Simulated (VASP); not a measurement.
Write the native input for VASP 6.6.1 that does the following.

```
Task                   : single point
Functional             : PBE
Potentials or basis    : VASP PAW PBE potentials, release 64 (Sn_d, O)
Cutoff                 : 520 eV
k mesh                 : 12 × 12 × 10
Occupations            : fermi-dirac, width 0.05 eV
Spin                   : no spin polarisation
Dipole correction      : no
Further INCAR settings : ALGO = Normal; EDIFF = 1e-07; NBANDS = 28
```

The structure of SnO lies in POSCAR:

```
SnO
1.0
    3.7986000000      0.0000000000      0.0000000000
    0.0000000000      3.7986000000      0.0000000000
    0.0000000000      0.0000000000      4.8408000000
Sn O
2 2
Direct
    0.5000000000      0.0000000000      0.2422836718
    0.0000000000      0.5000000000      0.7577163282
    0.0000000000      0.0000000000      0.0000000000
    0.5000000000      0.5000000000      0.0000000000
```

The input as run:

INCAR

```
PREC     = Accurate       # precision mode
ENCUT    = 520            # plane-wave cutoff, eV
EDIFF    = 1E-7           # SCF threshold, eV
ISMEAR   = -1             # smearing method
SIGMA    = 0.05           # smearing width, eV
LREAL    = False          # projectors in reciprocal space
LASPH    = True           # aspherical terms in the spheres
NELM     = 80             # most SCF steps
ALGO     = Normal         # electronic algorithm
ISIF     = 2              # what is computed and relaxed
LWAVE    = False          # write WAVECAR
LCHARG   = False          # write CHGCAR
GGA      = PE             # functional
NBANDS   = 28             # bands
```

KPOINTS

```
regular mesh
0
Gamma
  12 12 10
```

Potentials or basis: VASP PAW PBE potentials, release 64 (Sn_d, O).

The run is started by

```sh
$ cat potpaw_PBE.64/Sn_d/POTCAR potpaw_PBE.64/O/POTCAR > POTCAR
$ mpirun -np 1 vasp_std > vasp.out
```

Results of the run:

```
Pressure               : 3.4 GPa
Largest force          : 0.087 eV/Å
Band gap on the k mesh : zero (bands 20 and 21 overlap by 0.11 eV)
```

Caveat: the cell stands under pressure; semilocal functionals underestimate gaps, and a narrow one can read as zero; spin-orbit coupling is left out, which moves the levels of the heavy elements.

Wall time 7 min on 1 thread of Oxide Virtual Turin-like Processor, with other jobs on the host, peak memory 0.34 GiB.
